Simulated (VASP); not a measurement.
NaLi2Cu2, 5 atoms in the cell. Symmetry: I4/mmm, No. 139, tetragonal system. Conventional cell: a = 3.748 Å, b = 3.748 Å, c = 9.835 Å, α = 90.00°, β = 90.00°, γ = 90.00°. Within 3.9 Å of Na (site symmetry 4/mmm) lie 10 Cu at 2.93 to 3.68 Å and 8 Li at 3.09 Å and 4 Na at 3.75 Å. Within 3.1 Å of Li (site symmetry -4m2) lie 4 Cu at 2.24 Å and 4 Li at 2.65 Å and 4 Na at 3.09 Å. Cu (site symmetry 4mm) has 4 Li at 2.24 Å and 1 Cu at 2.48 Å and 4 Na at 2.93 Å within 3.0 Å. 

- Program: VASP 6.6.1
- Task: single point
- Functional: PBE
- Potentials or basis: VASP PAW PBE potentials, release 64 (Na_pv, Li_sv, Cu)
- Cutoff: 520 eV
- k mesh: 6 × 6 × 6
- Occupations: gaussian, width 0.1 eV
- Spin: no spin polarisation
- Dipole correction: no
- Further INCAR settings: ALGO = Fast; EDIFF = 1e-06; NBANDS = 26

Potentials or basis: VASP PAW PBE potentials, release 64 (Na_pv, Li_sv, Cu).

Command:

```sh
$ cat potpaw_PBE.64/Na_pv/POTCAR potpaw_PBE.64/Li_sv/POTCAR potpaw_PBE.64/Cu/POTCAR > POTCAR
$ mpirun -np 1 vasp_std > vasp.out
```

Hardware: 1 thread of Intel Xeon 8259CL, with other jobs on the host.

Q: Estimate the wall time of this run.

A: Run time: 5.4 min on 1 thread of Intel Xeon 8259CL, with other jobs on the host, peak memory 0.28 GiB. Counts: scf iterations 26, k points 30.
